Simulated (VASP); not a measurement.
Write the native input for VASP 6.6.1 that does the following.

| Item | Value |
| --- | --- |
| Task | relaxation of cell and atoms |
| Functional | RPBE |
| Potentials or basis | VASP PAW PBE potentials, release 64 (Sr_sv, V_sv, O) |
| Cutoff | 600 eV |
| k mesh | 7 × 7 × 7 |
| Occupations | fermi-dirac, width 0.05 eV |
| Spin | collinear spin, ferromagnetic start |
| Starting moments | [0.0, 2.0, 0.0, 0.0, 0.0] μB |
| Dipole correction | no |
| Further INCAR settings | ALGO = Normal; EDIFF = 1e-06; IBRION = 2; EDIFFG = -0.01; NSW = 60; ISIF = 3 |

The structure of SrVO3 lies in POSCAR:

```
SrVO3
1.0
    3.8409000000      0.0000000000      0.0000000000
    0.0000000000      3.8409000000      0.0000000000
    0.0000000000      0.0000000000      3.8409000000
Sr V O
1 1 3
Direct
    0.5000000000      0.5000000000      0.5000000000
    0.0000000000      0.0000000000      0.0000000000
    0.0000000000      0.0000000000      0.5000000000
    0.0000000000      0.5000000000      0.0000000000
    0.5000000000      0.0000000000      0.0000000000
```

The input as run:

INCAR

```
  ALGO = Normal
  EDIFF = 1E-6
  EDIFFG = -0.01
  ENCUT = 600
  GGA = RP
  IBRION = 2
  ISIF = 3
  ISMEAR = -1
  ISPIN = 2
  LASPH = T
  LCHARG = F
  LMAXMIX = 4
  LORBIT = 11
  LREAL = F
  LWAVE = F
  MAGMOM = 0 2 0 0 0
  NELM = 150
  NSW = 60
  PREC = Accurate
  SIGMA = 0.05
```

KPOINTS

```
k-points
0
Gamma
  7 7 7
```

Potentials or basis: VASP PAW PBE potentials, release 64 (Sr_sv, V_sv, O).

Command:

```bash
$ cat potpaw_PBE.64/Sr_sv/POTCAR potpaw_PBE.64/V_sv/POTCAR potpaw_PBE.64/O/POTCAR > POTCAR
$ mpirun -np 1 vasp_std > vasp.out
```

It gave:

```json
{"Relaxed volume": "11.84 Å³/atom", "Relaxed cell": "a = 3.898 Å, b = 3.898 Å, c = 3.898 Å, α = 90.00°, β = 90.00°, γ = 90.00°", "Space group after relaxing (to 0.1 Å)": "Pm-3m (No. 221)", "Energy gained by relaxing": "12.2 meV/atom", "Ionic steps": "3", "Pressure after relaxing": "0.0 GPa", "Net moment": "0.00 μB per cell", "Valence electrons inside the program's atomic spheres": "Sr 8.02; V 11.48; O 5.04"}
```

Caveat: the PAW data sets were made with another functional, which shifts forces and pressure a little.

It took 4.2 min on 1 thread of Intel Xeon 8259CL, on a shared host, peak memory 0.25 GiB.
